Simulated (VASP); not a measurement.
Runs of VASP 6.6.1 on Zr2BiN2. The structure is that of space group P-6m2 (No. 187), or close to it. The cells are those of the table. 

```csv
task,cell,k mesh,cutoff (eV),gap on the mesh (eV),pressure (GPa),largest force (eV/Å)
relaxation of cell and atoms,"relaxed from a = 3.700, b = 3.700, c = 7.487 Å, angles 90.0, 90.0, 120.0°, 5 atoms",6 × 6 × 2,600,none,0.0,0.01
single point,"a = 4.512, b = 4.512, c = 5.874 Å, angles 90.0, 90.0, 120.0°, 5 atoms",6 × 6 × 2,520,none,(a),0.18
single point,"a = 4.506, b = 4.506, c = 5.887 Å, angles 90.0, 90.0, 120.0°, 5 atoms",6 × 6 × 4,520,none,0.1,0.18
single point,"a = 3.700, b = 3.700, c = 7.487 Å, angles 90.0, 90.0, 120.0°, 5 atoms",6 × 6 × 2,520,none,18.7,1.51
```

Alike in all rows: level PBE; potentials or basis VASP PAW PBE potentials, release 64 (Zr_sv, Bi_d, N); no spin polarisation; smearing gaussian 0.1 eV.

Question: Fill in the values left out.

Answer: (a) 0.3.

Caveats: some runs use coarse meshes; spin-orbit coupling is left out, which moves the levels of the heavy elements; forces of over 1 eV/Å act on the atoms, so gaps and moduli don't describe the material at rest (some runs).

A k mesh can miss the band edges, and the runs leave out spin-orbit coupling on Bi, Zr.

A gap of «none» marks levels without a gap at the run's occupations.
